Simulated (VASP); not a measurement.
Input of a VASP 6.6.1 run:

The input INCAR:

```
SYSTEM = MoW5
  PREC = Accurate
  ENCUT = 520
  EDIFF = 1E-7
  ISMEAR = 0
  SIGMA = 0.1
  LREAL = .False.
  LASPH = .True.
  NELM = 100
  ALGO = Fast
  ISIF = 2
  LWAVE = .False.
  LCHARG = .False.
  GGA = PE
  NBANDS = 51
```

KPOINTS

```
regular mesh
0
Gamma
  12 12 4
  0 0 0
```

File POSCAR:

```
MoW5
1.0
    3.0813468213      0.0000000000      0.0000000000
    0.0000000000      3.0813468213      0.0000000000
    0.0000000000      0.0000000000      9.2469996149
Mo W
1 5
Direct
    0.5000000000      0.5000000000      0.5000000000
    0.0000000000      0.0000000000      0.6655008199
    0.5000000000      0.5000000000      0.8327316680
    0.0000000000      0.0000000000      0.0000000000
    0.5000000000      0.5000000000      0.1672683320
    0.0000000000      0.0000000000      0.3344991801
```

Potentials or basis: VASP PAW PBE potentials, release 64 (Mo_sv, W_sv).

Launch:

```sh
$ cat potpaw_PBE.64/Mo_sv/POTCAR potpaw_PBE.64/W_sv/POTCAR > POTCAR
$ mpirun -np 1 vasp_std > vasp.out
```

(1) Estimate the largest force.

(2) Predict the pressure.

(3) Estimate the band gap on the k mesh.

Answers

(1) 0.011 eV/Å.

(2) 34.5 GPa.

(3) zero (bands 42 and 43 overlap by 1.70 eV).

Caveat: the cell stands under pressure; spin-orbit coupling is left out, which moves the levels of the heavy elements.
